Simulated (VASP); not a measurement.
Here is a VASP 6.6.1 calculation.

POSCAR

```
HfMoC2
1.0
    3.1914230000      0.0000000000      0.0000000000
    0.0000000000      3.1914230000      0.0000000000
    0.0000000000      0.0000000000      4.4851640000
Hf Mo C
1 1 2
Direct
    0.0000000000      0.0000000000      0.0000000000
    0.5000000000      0.5000000000      0.5000000000
    0.5000000000      0.5000000000      0.0000000000
    0.0000000000      0.0000000000      0.5000000000
```

The input INCAR.step1:

```
PREC     = Accurate       # precision mode
ENCUT    = 520            # plane-wave cutoff, eV
ISMEAR   = -1             # smearing method
SIGMA    = 0.05           # smearing width, eV
LREAL    = F              # projectors in reciprocal space
LASPH    = T              # aspherical terms in the spheres
NELM     = 100            # most SCF steps
NBANDS   = 24             # bands
GGA      = PE             # functional
ALGO     = Normal         # electronic algorithm
EDIFF    = 1E-4           # SCF threshold, eV
LWAVE    = T              # write WAVECAR
LCHARG   = F              # write CHGCAR
```

File INCAR.step2:

```
PREC     = Accurate       # precision mode
ENCUT    = 520            # plane-wave cutoff, eV
EDIFF    = 1E-6           # SCF threshold, eV
ISMEAR   = -1             # smearing method
SIGMA    = 0.05           # smearing width, eV
LREAL    = F              # projectors in reciprocal space
LASPH    = T              # aspherical terms in the spheres
NELM     = 100            # most SCF steps
ALGO     = Normal         # electronic algorithm
ISIF     = 2              # what is computed and relaxed
LWAVE    = F              # write WAVECAR
LCHARG   = F              # write CHGCAR
METAGGA  = R2SCAN         # meta-GGA
LMIXTAU  = T            
NBANDS   = 24             # bands
ISTART   = 1
```

Contents of KPOINTS:

```
regular mesh
0
Gamma
  5 5 4
```

Potentials or basis: VASP PAW PBE potentials, release 64 (Hf_pv, Mo_sv, C).

Command:

```console
$ cat potpaw_PBE.64/Hf_pv/POTCAR potpaw_PBE.64/Mo_sv/POTCAR potpaw_PBE.64/C/POTCAR > POTCAR
$ cp INCAR.step1 INCAR
$ mpirun -np 1 vasp_std > vasp.out
$ cp INCAR.step2 INCAR
$ mpirun -np 1 vasp_std > vasp.out
```

Question: Predict the band gap on the k mesh.

Answer: Zero (band 16 reaches 10.33 eV, above the bottom of band 17 at 8.23 eV).

Question: Estimate the pressure.

Answer: -2.9 GPa.

Stress tensor (GPa, compression positive):
```
-5.40  0.00  0.00
 0.00 -5.40  0.00
 0.00  0.00  1.99
```

Caveat: the k points lie up to 0.39 Å⁻¹ apart; the PAW data sets were made with another functional, which shifts forces and pressure a little; spin-orbit coupling is left out, which moves the levels of the heavy elements.
